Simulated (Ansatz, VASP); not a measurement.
## ZrInS3: VASP beside Ansatz

The input INCAR:

```
ALGO     = Normal         # electronic algorithm
EDIFF    = 1E-6           # SCF threshold, eV
EDIFFG   = -0.04          # ionic threshold
ENCUT    = 600            # plane-wave cutoff, eV
GGA      = PE             # functional
IBRION   = 2              # ionic algorithm
ISIF     = 3              # what is computed and relaxed
ISMEAR   = 0              # smearing method
LASPH    = T              # aspherical terms in the spheres
LCHARG   = F              # write CHGCAR
LREAL    = F              # projectors in reciprocal space
LWAVE    = F              # write WAVECAR
NELM     = 100            # most SCF steps
NSW      = 90             # ionic steps
PREC     = Accurate       # precision mode
SIGMA    = 0.1            # smearing width, eV
```

Contents of KPOINTS:

```
k-points
0
Gamma
  4 4 4
```

File POSCAR:

```
ZrInS3
1.0
    4.3986809100      0.0000000000      0.0000000000
    0.0000000000      4.3986809100      0.0000000000
    0.0000000000      0.0000000000      5.5658917000
Zr In S
1 1 3
Direct
    0.0000000000      0.0000000000      0.0000000000
    0.5000000000      0.5000000000      0.6620000000
    0.5000000000      0.5000000000      0.1059000000
    0.0000000000      0.5000000000      0.5000000000
    0.5000000000      0.0000000000      0.5000000000
```

Input for Ansatz:

```yaml
crystal:
  lattice:
    - [4.39868091, 0.0, 0.0]
    - [0.0, 4.39868091, 0.0]
    - [0.0, 0.0, 5.5658917]
  atoms:
    - { symbol: Zr, position: [0.0, 0.0, 0.0] }
    - { symbol: In, position: [0.5, 0.5, 0.662] }
    - { symbol: S, position: [0.5, 0.5, 0.1059] }
    - { symbol: S, position: [0.0, 0.5, 0.5] }
    - { symbol: S, position: [0.5, 0.0, 0.5] }
basis:
  ecutwfc: 420
kpoints:
  mp_grid: { grid: [4, 4, 4] }
hamiltonian:
  xc: pbe
scf:
  occupations: { method: gaussian, width: 0.1 }
  lower_state_search: "off"
output:
  forces: true
  stress: true
  eigenvalues: true
relax:
  adjacent_minimum: "off"
  f_tol: 0.04
  max_steps: 70
  cell: { stress_tol: 0.4 }
```

Change from the starting cell: species swapped into the NdBPt3 type (P4mm, No. 99).

Alike in both runs: task relaxation of cell and atoms; functional PBE; k mesh 4 × 4 × 4; occupations gaussian, width 0.1 eV; no spin polarisation.

|  | VASP | Ansatz |
| --- | --- | --- |
| version | VASP 6.6.1 | Ansatz 0.2.0 |
| potentials or method | VASP PAW PBE potentials, release 64 (Zr_sv, In_d, S), cutoff 600 eV | scalar-relativistic, plane waves, PAW |
| valence electrons in the cell | 43 | 43 |

```tsv
	VASP	Ansatz	Ansatz less VASP
gap on the k mesh at the Fermi level, each at its own relaxed structure (eV)	none	none	-
relaxed volume (Å³/atom)	25.14	25.09	-0.046
relaxed cell length with the largest relative difference (Å)	6.512	6.493	-0.0189
```

A gap of «none» marks a metal or a gap that the smearing closes.

Noted on VASP's run: the volume moved by over 15 % at a fixed basis, so the end points are rough.
